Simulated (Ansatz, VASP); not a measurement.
# One calculation of P, two programs

The input INCAR:

```
ALGO = Normal
EDIFF = 1E-6
ENCUT = 520
GGA = PE
ISIF = 2
ISMEAR = -1
LASPH = True
LCHARG = False
LREAL = False
LWAVE = False
NBANDS = 12
NELM = 100
PREC = Accurate
SIGMA = 0.1
```

File KPOINTS:

```
k-points
0
Gamma
  14 14 11
```

POSCAR

```
P
1.0
   -2.7905243437      3.1557647078      1.3321997845
    3.1557647078     -2.7905243437      1.3321997845
    2.4179401584      2.4179401584     -0.6632613888
P
2
Direct
    0.9668659313      0.0331340687      1.0000000000
    0.7831340687      0.2168659313      0.5000000000
```

Input for Ansatz:

```yaml
crystal:
  lattice:
    - [-2.7905243437, 3.1557647078, 1.3321997845]
    - [3.1557647078, -2.7905243437, 1.3321997845]
    - [2.4179401584, 2.4179401584, -0.6632613888]
  atoms:
    - { symbol: P, position: [0.9668659313, 0.0331340687, 1.0] }
    - { symbol: P, position: [0.7831340687, 0.2168659313, 0.5] }
hamiltonian:
  xc: pbe
  pseudopotentials:
    kind: paw
    azcp:
      P: "pseudopotentials/P.paw.azcp"
basis:
  ecutwfc: 420
  fft_grid_basis: typed
kpoints:
  mp_grid: { grid: [14, 14, 11], shift: [0, 0, 0] }
magnetization:
  spin_polarized: false
scf:
  occupations: { method: fermi_dirac, width: 0.1 }
  lower_state_search: "off"
output:
  stress: true
```

Alike in both runs: task single point; functional PBE; k mesh 14 × 14 × 11; occupations fermi-dirac, width 0.1 eV; no spin polarisation.

|  | VASP | Ansatz |
| --- | --- | --- |
| version | VASP 6.6.1 | Ansatz 0.2.0 |
| potentials or method | VASP PAW PBE potentials, release 64 (P), cutoff 520 eV | plane waves (420 eV) with PAW, scalar-relativistic |
| valence electrons in the cell | 10 | 10 |

|  | VASP | Ansatz | Ansatz less VASP |
| --- | --- | --- | --- |
| pressure (GPa) | -7.5 | -7.3 | +0.21 |
| traceless stress, the component that is largest in VASP (GPa) | -1.67 | -1.63 | +0.048 |

With one functional, cell and mesh, what is left measures potentials, basis and numerics.
